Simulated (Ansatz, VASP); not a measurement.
# CuP in VASP and in Ansatz

```
Cu P
1.0
     0.00000    2.42259    2.42259
     2.42259    0.00000    2.42259
     2.42259    2.42259    0.00000
Cu P
1 1
Direct
  0.00000 0.00000 0.00000
  0.50000 0.50000 0.50000
```

Alike in both runs: functional PBE; k mesh 20 × 20 × 20; occupations gaussian, width 0.1 eV; no spin polarisation.

Ansatz relaxed the structure, and its values are those at the end. VASP's run is a single point on that final structure, the one shown.

```csv
,VASP,Ansatz
version,VASP 6.6.1,Ansatz 0.2.0
potentials or method,"VASP PAW PBE potentials, release 64 (Cu, P), cutoff 520 eV","scalar-relativistic, plane waves, PAW"
valence electrons in the cell,16,24
```

Ansatz gave:

```
gap on the k mesh at the Fermi level (eV) : none
pressure (GPa)                            : 0.0
```

Problem. Estimate VASP's values.

Solution. gap on the k mesh at the Fermi level (eV): none; pressure (GPa): 0.2.

A gap of «none» marks a metal or a gap that the smearing closes. VASP's potentials hold 16 valence electrons a cell and Ansatz's 24, so a difference there can come from the potentials and not from the codes.
